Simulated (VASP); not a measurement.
The system is CuAu.

```
Cu Au
1.0
     2.89203    0.00000    0.00000
     0.00000    2.89203    0.00000
     0.00000    0.00000    3.58760
Cu Au
1 1
Cartesian
  1.4460 1.4460 1.7938
  0.0000 0.0000 0.0000
```

```yaml
Program: VASP 6.6.1
Task: relaxation of cell and atoms
Functional: PBEsol
Potentials_or_basis: VASP PAW PBE potentials, release 64 (Cu, Au)
Cutoff: 600 eV
k_mesh: 14 × 14 × 12
Occupations: gaussian, width 0.1 eV
Spin: no spin polarisation
```

At the start: pressure -7.9 GPa; volume 15.00 Å³/atom.

Where does the relaxation end?

Over 7 steps the energy falls by 20.4 meV/atom and the volume is 14.22 Å³/atom (-5.3 %); space group P4/mmm (No. 123, to 0.05 Å).

The path:
```tsv
step	energy change (eV)	largest force (eV/Å)	pressure (GPa)	volume (Å³)
1	0.0000	0.0000	-7.86	30.01
2	0.0081	0.0000	10.87	26.92
3	-0.0408	0.0000	-0.20	28.46
4	-0.0408	0.0000	0.04	28.43
5	-0.0408	0.0000	0.08	28.43
6	-0.0409	0.0000	0.14	28.43
7	-0.0409	0.0000	-0.01	28.43
```

Final structure:
```
Cu Au
1.0
     2.83188    0.00000    0.00000
     0.00000    2.83188    0.00000
     0.00000    0.00000    3.54515
Cu Au
1 1
Direct
  0.50000 0.50000 0.50000
  0.00000 0.00000 0.00000
```

Caveat: the PAW data sets were made with another functional, which shifts forces and pressure a little.
